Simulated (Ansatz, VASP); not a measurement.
# One calculation of Li2ZrP2, two programs

```xyz
5
Lattice="-2.1773 2.1773 3.9253 2.1773 -2.1773 3.9253 2.1773 2.1773 -3.9253" Properties=species:S:1:pos:R:3 pbc="T T T"
Li    0.0000    0.0000    2.8238
Li    0.0000    0.0000    5.0268
Zr    0.0000    0.0000    0.0000
P     2.1773    0.0000    1.9626
P     0.0000    2.1773    1.9626
```

Alike in both runs: functional PBE; k mesh 12 × 12 × 12; occupations gaussian, width 0.1 eV; no spin polarisation.

Ansatz relaxed the structure, and its values are those at the end. VASP's run is a single point on that final structure, the one shown.

|  | VASP | Ansatz |
| --- | --- | --- |
| version | VASP 6.6.1 | Ansatz 0.2.0 |
| potentials or method | VASP PAW PBE potentials, release 64 (Li_sv, Zr_sv, P), cutoff 520 eV | scalar-relativistic, plane waves, PAW |
| valence electrons in the cell | 28 | 28 |

Ansatz gave:

- gap on the k mesh at the Fermi level (eV): none
- rms of the force components (eV/Å): 0.001

Q: Estimate VASP's values.

A: gap on the k mesh at the Fermi level (eV): none; rms of the force components (eV/Å): 0.004.

A gap of «none» marks a metal or a gap that the smearing closes.

Noted on VASP's run: the cutoff is under 1.25 times that of the potentials, so the pressure is a little rough.
